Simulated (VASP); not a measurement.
A run of VASP 6.6.1:

INCAR

```
SYSTEM = CoO
PREC     = Accurate       ! precision mode
ENCUT    = 520            ! plane-wave cutoff, eV
EDIFF    = 1E-6           ! SCF threshold, eV
ISMEAR   = -1             ! smearing method
SIGMA    = 0.05           ! smearing width, eV
LREAL    = .FALSE.        ! projectors in reciprocal space
LASPH    = .TRUE.         ! aspherical terms in the spheres
NELM     = 150            ! most SCF steps
ALGO     = Normal         ! electronic algorithm
ISIF     = 2              ! what is computed and relaxed
LWAVE    = .FALSE.        ! write WAVECAR
LCHARG   = .TRUE.         ! write CHGCAR
ISPIN    = 2              ! spin polarisation
MAGMOM   = 2 2 0 0        ! initial moments
LORBIT   = 11             ! projections on sites
LMAXMIX  = 4              ! l up to which the mixer works
GGA      = PS             ! functional
LELF     = .TRUE.         ! ELF
LVHAR    = .TRUE.       
NBANDS   = 27             ! bands
```

File KPOINTS:

```
Automatic mesh
0
G
  10 10 5
  0 0 0
```

Contents of POSCAR:

```
CoO
1.0
    3.1544290168      0.0000000000      0.0000000000
   -1.5772145085      2.7318156630      0.0000000000
    0.0000000000      0.0000000000      5.1580428080
Co O
2 2
Direct
    0.3333333333      0.6666666667      0.5033624100
    0.0000000000      0.0000000000      0.0034741400
    0.3333333333      0.6666666667      0.8715556000
    0.0000000000      0.0000000000      0.3716088500
```

Potentials or basis: VASP PAW PBE potentials, release 64 (Co, O).

Run with:

```bash
$ cat potpaw_PBE.64/Co/POTCAR potpaw_PBE.64/O/POTCAR > POTCAR
$ mpirun -np 1 vasp_std > vasp.out
```

Hardware: 1 thread of AMD EPYC 7R43 64-Core Processor (Zen 3), with other jobs on the host.

Task: How long does it take, and how much memory?

Result: It took 4.7 min on 1 thread of AMD EPYC 7R43 64-Core Processor (Zen 3), on a shared host, peak memory 0.2 GiB. Counts: scf iterations 17, k points 58.
